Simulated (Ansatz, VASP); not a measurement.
**TiAl3: VASP beside Ansatz**

```xyz
4
Lattice="3.9557 0.0000 0.0000 0.0000 3.9557 0.0000 0.0000 0.0000 3.8963" Properties=species:S:1:pos:R:3 pbc="T T T"
Ti    0.0000    0.0000    0.0000
Al    1.9778    1.9778    0.0000
Al    1.9778    0.0000    1.9482
Al    0.0000    1.9778    1.9482
```

Change from the starting cell: strain +0.000 along x and y, -0.015 along z, atoms carried along.

Alike in both runs: task single point; functional r2SCAN; k mesh 12 × 12 × 12; occupations gaussian, width 0.15 eV; no spin polarisation.

```csv
,VASP,Ansatz
version,VASP 6.6.1,Ansatz 0.2.0
potentials or method,"VASP PAW PBE potentials, release 64 (Ti_sv, Al), cutoff 520 eV","scalar-relativistic, plane waves, PAW"
valence electrons in the cell,21,21
```

VASP gave:

* gap on the k mesh at the Fermi level (eV): none
* pressure (GPa): 1.8
* traceless stress, the component that is largest in VASP (GPa): 1.38

Task: What did Ansatz give for the same quantities?

Result: gap on the k mesh at the Fermi level (eV): none; pressure (GPa): 1.9; traceless stress, the component that is largest in VASP (GPa): 1.38.

VASP's potentials were made for PBE, not for r2SCAN. A gap of «none» marks a metal or a gap that the smearing closes.
